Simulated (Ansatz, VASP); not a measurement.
# AlN: VASP beside Ansatz

Contents of POSCAR:

```
AlN
1.0
    3.2673519336      0.0000000000      0.0000000000
   -1.6336759668      2.8296097776      0.0000000000
    0.0000000000      0.0000000000      4.1309673730
Al N
2 2
Direct
    0.6666666667      0.3333333333      0.2500000000
    0.3333333333      0.6666666667      0.7500000000
    0.6666666667      0.3333333333      0.7500000000
    0.3333333333      0.6666666667      0.2500000000
```

Contents of INCAR.step1:

```
PREC = Accurate ; ENCUT = 520
ISMEAR = -1 ; SIGMA = 0.05
LREAL = F ; LASPH = T
NELM = 80 ; NBANDS = 16
GGA = PE ; ALGO = Normal
EDIFF = 1E-4 ; LWAVE = T
LCHARG = F
```

Contents of INCAR.step2:

```
PREC = Accurate ; ENCUT = 520
EDIFF = 1E-6 ; ISMEAR = -1
SIGMA = 0.05 ; LREAL = F
LASPH = T ; NELM = 80
ALGO = Normal ; ISIF = 2
LWAVE = F ; LCHARG = T
METAGGA = R2SCAN ; LMIXTAU = T
LELF = T ; LVHAR = T
NBANDS = 16 ; ISTART = 1
```

KPOINTS

```
Automatic mesh
0
Gamma
  9 9 7
```

The input input.yaml:

```yaml
crystal:
  lattice:
    - [3.2673519336, 0.0, 0.0]
    - [-1.6336759668, 2.8296097776, 0.0]
    - [0.0, 0.0, 4.130967373]
  atoms:
    - { symbol: Al, position: [0.6666666667, 0.3333333333, 0.25] }
    - { symbol: Al, position: [0.3333333333, 0.6666666667, 0.75] }
    - { symbol: "N", position: [0.6666666667, 0.3333333333, 0.75] }
    - { symbol: "N", position: [0.3333333333, 0.6666666667, 0.25] }
hamiltonian:
  xc: r2scan
  pseudopotentials: { kind: paw }
kpoints:
  mp_grid: { grid: [9, 9, 7] }
scf:
  occupations: { method: fermi_dirac, width: 0.05 }
output:
  forces: true
  stress: true
  eigenvalues: true
  write_density: true
  write_potential: true
  elf: true
  volumetric_format: npy
```

Alike in both runs: task single point; functional r2SCAN; k mesh 9 × 9 × 7; occupations fermi-dirac, width 0.05 eV; no spin polarisation.

```csv
,VASP,Ansatz
version,VASP 6.6.1,Ansatz 0.2.0
potentials or method,"VASP PAW PBE potentials, release 64 (Al, N)",Ansatz PAW
plane-wave cutoff (eV),520,500
valence electrons in the cell,16,16
```

|  | VASP | Ansatz | Ansatz less VASP |
| --- | --- | --- | --- |
| gap on the k mesh at the Fermi level (eV) | 4.18 | 4.15 | -0.032 |
| least direct gap on the mesh (eV) | 4.18 | 4.15 | -0.032 |
| pressure (GPa) | 3.5 | 4.1 | +0.57 |
| traceless stress, the component that is largest in VASP (GPa) | -1.66 | -1.40 | +0.263 |

VASP's potentials were made for PBE, not for r2SCAN.

Noted on Ansatz's run: odd divisions of the mesh miss points on the zone boundary, where band edges often lie, so the gap on the mesh can be too wide.
